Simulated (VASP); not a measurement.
Input of a VASP 6.6.1 run:

File INCAR:

```
PREC = Accurate
ENCUT = 520
EDIFF = 1E-7
ISMEAR = 1
SIGMA = 0.15
LREAL = F
LASPH = T
NELM = 80
ALGO = Normal
ISIF = 2
LWAVE = F
LCHARG = T
GGA = PS
LELF = T
LVHAR = T
NBANDS = 33
```

The input KPOINTS:

```
regular mesh
0
Gamma
  5 5 8
```

POSCAR

```
TaN
1.0
    5.1208427511      0.0000000000      0.0000000000
   -2.5604213756      4.4347800385      0.0000000000
    0.0000000000      0.0000000000      2.8686978849
Ta N
3 3
Direct
    0.0000000000      0.0000000000      0.0000000000
    0.3333333333      0.6666666667      0.5000000000
    0.6666666667      0.3333333333      0.5000000000
    0.5000000000      0.0000000000      0.0000000000
    0.5000000000      0.5000000000      0.0000000000
    0.0000000000      0.5000000000      0.0000000000
```

Potentials or basis: VASP PAW PBE potentials, release 64 (Ta_pv, N).

Command:

```bash
$ cat potpaw_PBE.64/Ta_pv/POTCAR potpaw_PBE.64/N/POTCAR > POTCAR
$ mpirun -np 1 vasp_std > vasp.out
```

Question: Estimate the band gap on the k mesh.

Answer: Zero (band 24 reaches 9.41 eV, above the bottom of band 25 at 7.11 eV).

Question: Predict the pressure.

Answer: 16.6 GPa.

Stress tensor (GPa, compression positive):
```
14.80  0.00  0.00
 0.00 14.80  0.00
 0.00  0.00 20.11
```

Caveat: the PAW data sets were made with another functional, which shifts forces and pressure a little; spin-orbit coupling is left out, which moves the levels of the heavy elements.
